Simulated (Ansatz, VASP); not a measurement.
Hf2Cl: VASP beside Ansatz

```
CELL_PARAMETERS angstrom
6.16544 0.00000 0.00000
0.00000 6.16544 0.00000
0.00000 0.00000 3.24516
ATOMIC_POSITIONS crystal
Hf 0.27444 0.27444 0.00000
Hf 0.22556 0.77444 0.50000
Hf 0.72556 0.72556 0.00000
Hf 0.77444 0.22556 0.50000
Cl 0.00000 0.00000 0.00000
Cl 0.50000 0.50000 0.50000
```

Alike in both runs: functional PBE; k mesh 6 × 6 × 12; occupations gaussian, width 0.1 eV; no spin polarisation.

Ansatz relaxed the structure, and its values are those at the end. VASP's run is a single point on that final structure, the one shown.

|  | VASP | Ansatz |
| --- | --- | --- |
| version | VASP 6.6.1 | Ansatz 0.2.0 |
| potentials or method | VASP PAW PBE potentials, release 64 (Hf_pv, Cl), cutoff 520 eV | scalar-relativistic, plane waves, PAW |
| valence electrons in the cell | 54 | 118 |

```tsv
	VASP	Ansatz	Ansatz less VASP
gap on the k mesh at the Fermi level (eV)	none	none	-
pressure (GPa)	-0.5	0.0	+0.50
rms of the force components (eV/Å)	0.004	0.000	-0.0044
```

A gap of «none» marks a metal or a gap that the smearing closes. With one functional, cell and mesh, what is left measures potentials, basis and numerics. VASP's potentials hold 54 valence electrons a cell and Ansatz's 118, so a difference there can come from the potentials and not from the codes.

Spin-orbit coupling is off throughout.
